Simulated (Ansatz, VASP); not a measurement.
# Si2C in VASP and in Ansatz

File INCAR:

```
  PREC = Accurate
  ENCUT = 600
  EDIFF = 1E-7
  ISMEAR = 0
  SIGMA = 0.1
  LREAL = False
  LASPH = True
  NELM = 100
  ALGO = Normal
  ISIF = 3
  LWAVE = False
  LCHARG = False
  GGA = PE
  IBRION = 2
  NSW = 90
  EDIFFG = -0.04
```

The input KPOINTS:

```
regular mesh
0
Gamma
  6 6 2
```

The input POSCAR:

```
Si2C
1.0
    2.7395066700      0.0000000000      0.0000000000
   -1.3697533300      2.3724823700      0.0000000000
    0.0000000000      0.0000000000     13.2953734200
Si C
4 2
Direct
    0.3333333300      0.6666666700      0.8333333300
    0.3333333300      0.6666666700      0.1666666700
    0.3333333300      0.6666666700      0.5000000000
    0.6666666700      0.3333333300      0.0000000000
    0.6666666700      0.3333333300      0.3333333300
    0.6666666700      0.3333333300      0.6666666700
```

Input for Ansatz:

```yaml
crystal:
  lattice:
    - [2.73950667, 0.0, 0.0]
    - [-1.36975333, 2.37248237, 0.0]
    - [0.0, 0.0, 13.29537342]
  atoms:
    - { symbol: Si, position: [0.33333333, 0.66666667, 0.83333333] }
    - { symbol: Si, position: [0.33333333, 0.66666667, 0.16666667] }
    - { symbol: Si, position: [0.33333333, 0.66666667, 0.5] }
    - { symbol: Si, position: [0.66666667, 0.33333333, 0.0] }
    - { symbol: C, position: [0.66666667, 0.33333333, 0.33333333] }
    - { symbol: C, position: [0.66666667, 0.33333333, 0.66666667] }
basis:
  ecutwfc: 420
kpoints:
  mp_grid: { grid: [6, 6, 2] }
hamiltonian:
  xc: pbe
scf:
  occupations: { method: gaussian, width: 0.1 }
  lower_state_search: "off"
output:
  forces: true
  stress: true
  eigenvalues: true
relax:
  adjacent_minimum: "off"
  f_tol: 0.04
  max_steps: 70
  cell: { stress_tol: 0.4 }
```

Alike in both runs: task relaxation of cell and atoms; functional PBE; k mesh 6 × 6 × 2; occupations gaussian, width 0.1 eV; no spin polarisation.

|  | VASP | Ansatz |
| --- | --- | --- |
| version | VASP 6.6.1 | Ansatz 0.2.0 |
| potentials or method | VASP PAW PBE potentials, release 64 (Si, C), cutoff 600 eV | scalar-relativistic, plane waves, PAW |
| valence electrons in the cell | 24 | 24 |

```csv
,VASP,Ansatz,Ansatz less VASP
"gap on the k mesh at the Fermi level, each at its own relaxed structure (eV)",none,none,-
relaxed volume (Å³/atom),12.08,12.10,+0.014
relaxed cell length with the largest relative difference (Å),2.990,2.992,+0.0011
```

A gap of «none» marks a metal or a gap that the smearing closes.

The k mesh is coarse, so the values compare programs but aren't converged. Noted on VASP's run: the volume moved by over 15 % at a fixed basis, so the end points are rough.
